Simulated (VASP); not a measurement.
# Ag (Fm-3m) in VASP: settings compared, part 2 of 2

VASP 6.6.1. Earlier steps stand in the parts before.

**5. Single point, r2SCAN**

This run uses another cell than the first one, of 16.71 Å³/atom, 0.895 times its volume.

Contents of POSCAR:

```
Ag
1.0
    0.0000000000      2.0290398554      2.0290398554
    2.0290398554      0.0000000000      2.0290398554
    2.0290398554      2.0290398554      0.0000000000
Ag
1
Direct
    0.0000000000      0.0000000000      0.0000000000
```

Contents of INCAR.step1:

```
SYSTEM = Ag
ALGO = Normal ; EDIFF = 1E-4
ENCUT = 520 ; GGA = PE
ISMEAR = -1 ; LASPH = .TRUE.
LCHARG = .FALSE. ; LREAL = .FALSE.
LWAVE = .TRUE. ; NBANDS = 12
NELM = 80 ; PREC = Accurate
SIGMA = 0.05
```

Contents of INCAR.step2:

```
SYSTEM = Ag
ALGO = Normal ; EDIFF = 1E-6
ENCUT = 520 ; ISIF = 2
ISMEAR = -1 ; ISTART = 1
LASPH = .TRUE. ; LCHARG = .TRUE.
LELF = .TRUE. ; LMIXTAU = .TRUE.
LREAL = .FALSE. ; LVHAR = .TRUE.
LWAVE = .FALSE. ; METAGGA = R2SCAN
NBANDS = 12 ; NELM = 80
PREC = Accurate ; SIGMA = 0.05
```

Contents of KPOINTS:

```
k-points
0
G
  11 11 11
  0 0 0
```

Potentials or basis: VASP PAW PBE potentials, release 64 (Ag).

Command:

```console
cat potpaw_PBE.64/Ag/POTCAR > POTCAR
cp INCAR.step1 INCAR
mpirun -np 1 vasp_std > vasp.out
cp INCAR.step2 INCAR
mpirun -np 1 vasp_std > vasp.out
```

OUTCAR:

```text
SYSTEM = Ag
   EDIFF = 1E-6
   ENCUT = 520
   ISIF = 2
   ISMEAR = -1
   ISTART = 1
   LASPH = .TRUE.
   LREAL = .FALSE.
   METAGGA = R2SCAN
   NELM = 80
   PREC = Accurate

 ion  position               nearest neighbor table
   1  0.000  0.000  0.000-

  LATTYP: Found a face centered cubic cell.
 ALAT       =     4.0580797108

  Lattice vectors:

 A1 = (   0.0000000000,   2.0290398554,   2.0290398554)
 A2 = (   2.0290398554,   0.0000000000,   2.0290398554)
 A3 = (   2.0290398554,   2.0290398554,   0.0000000000)

Analysis of symmetry for initial positions (statically):
=====================================================================
 Subroutine PRICEL returns:
 Original cell was already a primitive cell.

 Routine SETGRP: Setting up the symmetry group for a
 face centered cubic supercell.

 Subroutine GETGRP returns: Found 48 space group operations
 (whereof 48 operations were pure point group operations)
 out of a pool of 48 trial point group operations.

The static configuration has the point symmetry O_h .

Analysis of symmetry for dynamics (positions and initial velocities):
=====================================================================
[... 161 lines left out ...]
 Fermi energy:         8.9867752117

 k-point     1 :       0.0000    0.0000    0.0000
  band No.  band energies     occupation
      1       0.5944      2.00000
      2       3.4914      2.00000
      3       3.4914      2.00000
      4       3.4914      2.00000
      5       4.5745      2.00000
      6       4.5745      2.00000
      7      25.4133      0.00000
      8      29.2790      0.00000
      9      29.2790      0.00000
     10      29.2790      0.00000
     11      34.2873      0.00000
     12      35.4757      0.00000
[... 331 lines left out ...]
 k-point    24 :      -0.1818    0.1818    0.0000
  band No.  band energies     occupation
      1       2.6550      2.00000
      2       3.0696      2.00000
      3       3.7334      2.00000
      4       4.1401      2.00000
      5       4.1634      2.00000
      6       5.8455      2.00000
      7      21.2828      0.00000
      8      21.6588      0.00000
      9      28.2587      0.00000
     10      30.0995      0.00000
     11      30.8944      0.00000
     12      34.6246      0.00000

 [... further k-points ...]
[... 5 lines left out ...]
  --------------------------------------------------------------------------------------
  -------------------------------------------------------------------------------------
  Total        0.3886535      0.3886535      0.3886535      0.0000000      0.0000000      0.0000000
  in kB       37.2710298     37.2710298     37.2710298      0.0000000      0.0000000      0.0000000
  external PRESSURE =      37.2710298 kB  Pullay stress =       0.0000000 kB

 VOLUME and BASIS-vectors are now :
 -----------------------------------------------------------------------------
  energy-cutoff  :      520.00
  volume of cell :       16.71
      direct lattice vectors                 reciprocal lattice vectors
     0.000000000  2.029039855  2.029039855    -0.246421971  0.246421971  0.246421971
     2.029039855  0.000000000  2.029039855     0.246421971 -0.246421971  0.246421971
     2.029039855  2.029039855  0.000000000     0.246421971  0.246421971 -0.246421971

 POSITION                                       TOTAL-FORCE (eV/Angst)
 -----------------------------------------------------------------------------------
      0.00000      0.00000      0.00000        -0.000000     -0.000000     -0.000000
 -----------------------------------------------------------------------------------
    total drift:                                0.000000      0.000000     -0.000000

  FREE ENERGIE OF THE ION-ELECTRON SYSTEM (eV)
  ---------------------------------------------------
  free  energy   TOTEN  =       -21.3535157313 eV

  energy  without entropy=      -21.3507327892  energy(sigma->0) =      -21.35212426
```

OUTCAR.step1:

```text
SYSTEM = Ag
   EDIFF = 1E-4
   ENCUT = 520
   GGA = PE
   ISMEAR = -1
   LASPH = .TRUE.
   LREAL = .FALSE.
[... 576 lines left out ...]
 -----------------------------------------------------------------------------------
      0.00000      0.00000      0.00000         0.000000      0.000000      0.000000
 -----------------------------------------------------------------------------------
    total drift:                               -0.000000      0.000000     -0.000000

  FREE ENERGIE OF THE ION-ELECTRON SYSTEM (eV)
  ---------------------------------------------------
  free  energy   TOTEN  =        -2.6988096274 eV

  energy  without entropy=       -2.6963771819  energy(sigma->0) =       -2.69759340
```

OSZICAR.step1:

```text
N       E                     dE             d eps       ncg     rms          rms(c)
DAV:   1     0.522803547717E+02    0.52280E+02   -0.55260E+03  1352   0.829E+02
DAV:   2    -0.214154663456E+01   -0.54422E+02   -0.51275E+02  1552   0.196E+02
DAV:   3    -0.296156423986E+01   -0.82002E+00   -0.81967E+00  1592   0.255E+01
DAV:   4    -0.296408625969E+01   -0.25220E-02   -0.25219E-02  1552   0.147E+00
DAV:   5    -0.296410475636E+01   -0.18497E-04   -0.18496E-04  1572   0.113E-01    0.552E+00
DAV:   6    -0.271146748739E+01    0.25264E+00   -0.95980E-01  1464   0.883E+00    0.351E+00
DAV:   7    -0.270195867363E+01    0.95088E-02   -0.12739E-02  1580   0.106E+00    0.195E+00
DAV:   8    -0.269880510268E+01    0.31536E-02   -0.70920E-04  1508   0.196E-01    0.107E-01
DAV:   9    -0.269880962737E+01   -0.45247E-05   -0.72811E-06   888   0.214E-02
   1 F= -.26988096E+01 E0= -.26975934E+01  d E =-.243245E-02
```

Run time: 31 s. Hardware: 1 thread of Intel Xeon Platinum 8488C (Sapphire Rapids), shared host; peak memory 0.14 GiB.

Results:

* Free energy: -21.3535 eV
* Pressure: 3.7 GPa

Levels at points of the mesh, in eV from the Fermi level:
```csv
k point,band 4,band 5,band 6,band 7,band 8,band 9
"(0.00, 0.00, 0.00)",-5.50,-4.41,-4.41,16.43,20.29,20.29
```

Caveat: the PAW data sets were made with another functional, which shifts forces and pressure a little.

**6. Single point, r2SCAN**

This run uses another cell than the first one, of 17.39 Å³/atom, 0.932 times its volume.

Contents of POSCAR:

```
Ag
1.0
    0.0000000000      2.0562785400      2.0562785400
    2.0562785400      0.0000000000      2.0562785400
    2.0562785400      2.0562785400      0.0000000000
Ag
1
Direct
    0.0000000000      0.0000000000      0.0000000000
```

Contents of INCAR.step1:

```
SYSTEM = Ag
  PREC = Accurate
  ENCUT = 520
  ISMEAR = -1
  SIGMA = 0.05
  LREAL = .FALSE.
  LASPH = .TRUE.
  NELM = 80
  NBANDS = 12
  GGA = PE
  ALGO = Normal
  EDIFF = 1E-4
  LWAVE = .TRUE.
  LCHARG = .FALSE.
```

Contents of INCAR.step2:

```
SYSTEM = Ag
  PREC = Accurate
  ENCUT = 520
  EDIFF = 1E-6
  ISMEAR = -1
  SIGMA = 0.05
  LREAL = .FALSE.
  LASPH = .TRUE.
  NELM = 80
  ALGO = Normal
  ISIF = 2
  LWAVE = .FALSE.
  LCHARG = .TRUE.
  METAGGA = R2SCAN
  LMIXTAU = .TRUE.
  LELF = .TRUE.
  LVHAR = .TRUE.
  NBANDS = 12
  ISTART = 1
```

Contents of KPOINTS:

```
Automatic mesh
0
G
  11 11 11
  0 0 0
```

Potentials or basis: VASP PAW PBE potentials, release 64 (Ag).

Command:

```console
cat potpaw_PBE.64/Ag/POTCAR > POTCAR
cp INCAR.step1 INCAR
mpirun -np 1 vasp_std > vasp.out
cp INCAR.step2 INCAR
mpirun -np 1 vasp_std > vasp.out
```

Wall time 34 s (1 thread of Intel Xeon Platinum 8488C (Sapphire Rapids), shared host); peak memory 0.15 GiB.

Results (log left out):

* Free energy: -21.3598 eV
* Pressure: -0.7 GPa

Levels at points of the mesh, in eV from the Fermi level:
```csv
k point,band 2,band 3,band 4,band 5,band 6,band 7,band 8,band 9,band 10,band 11
"(0.00, 0.00, 0.00)",-5.36,-5.36,-5.36,-4.36,-4.36,16.31,19.92,19.92,19.92,24.84
```

Caveat: the PAW data sets were made with another functional, which shifts forces and pressure a little.

**7. The runs side by side**

```csv
level,cell,gap on the mesh (eV),pressure (GPa)
RPBE,"a = 2.977 Å, angles 60.0°, 1 atom",none,0.0
r2SCAN,"a = 2.830 Å, angles 60.0°, 1 atom",none,9.6
r2SCAN,"a = 2.850 Å, angles 60.0°, 1 atom",none,6.5
r2SCAN,"a = 2.869 Å, angles 60.0°, 1 atom",none,3.7
r2SCAN,"a = 2.908 Å, angles 60.0°, 1 atom",none,-0.7
```

Alike in all rows: task single point; potentials or basis VASP PAW PBE potentials, release 64 (Ag); no spin polarisation; k mesh 11 × 11 × 11; cutoff (eV) 520; smearing fermi-dirac 0.05 eV.

Caveats: the PAW data sets were made with another functional, which shifts forces and pressure a little.

Absolute energies hang on the potentials; compare differences alone.
